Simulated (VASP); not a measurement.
HoAlTe3:

```
Ho Al Te
1.0
     5.77974    0.00000    0.00000
     0.00000    3.11068    5.39791
     0.00000   -3.11068    5.39791
Ho Al Te
1 1 3
Direct
  0.00000 0.44336 0.44336
  0.50000 0.21057 0.21057
  0.00000 0.44198 0.94943
  0.50000 0.46636 0.46636
  0.00000 0.94943 0.44198
```

The cell was generated, and may not be a known phase.

| Property | Result |
| --- | --- |
| Program | VASP 6.6.1 |
| Task | relaxation of cell and atoms |
| Functional | PBE |
| Potentials or basis | VASP PAW PBE potentials, release 64 (Ho_3, Al, Te), 4f in core |
| Cutoff | 500 eV |
| k mesh | 8 × 8 × 8 |
| Occupations | gaussian, width 0.1 eV |
| Spin | no spin polarisation |

At the start: pressure 0.1 GPa; volume 38.82 Å³/atom.

Question: How do energy, volume and symmetry change on relaxing?

Answer: Over 17 steps the energy falls by 8.3 meV/atom and the volume is 39.15 Å³/atom (+0.8 %); space group Amm2 (No. 38, to 0.1 Å) before and after.

The path:
```tsv
step	energy change (eV)	largest force (eV/Å)	pressure (GPa)	volume (Å³)
1	0.0000	0.2159	0.13	194.10
2	-0.0320	0.0471	0.11	194.93
3	-0.0353	0.0981	0.14	195.27
4	-0.0373	0.0714	-0.07	196.34
5	-0.0374	0.0627	-0.14	196.69
6	-0.0386	0.0692	-0.05	196.14
7	-0.0390	0.0753	0.04	195.65
8	-0.0399	0.0319	0.02	195.65
9	-0.0402	0.0654	-0.01	195.66
10	-0.0406	0.0523	0.01	195.58
11	-0.0412	0.0325	0.07	195.38
12	-0.0414	0.0210	-0.06	196.08
13	-0.0414	0.0236	-0.03	195.92
14	-0.0415	0.0144	-0.02	195.90
15	-0.0416	0.0141	-0.01	195.87
16	-0.0416	0.0161	-0.01	195.87
17	-0.0416	0.0072	0.00	195.73
```

Final structure:
```
CELL_PARAMETERS angstrom
5.73823 0.00000 0.00000
0.00000 3.21469 5.30531
0.00000 -3.21469 5.30531
ATOMIC_POSITIONS crystal
Ho 0.00000 0.44112 0.44112
Al 0.50000 0.21454 0.21454
Te 0.00000 0.43811 0.94665
Te 0.50000 0.47128 0.47128
Te 0.00000 0.94665 0.43811
```
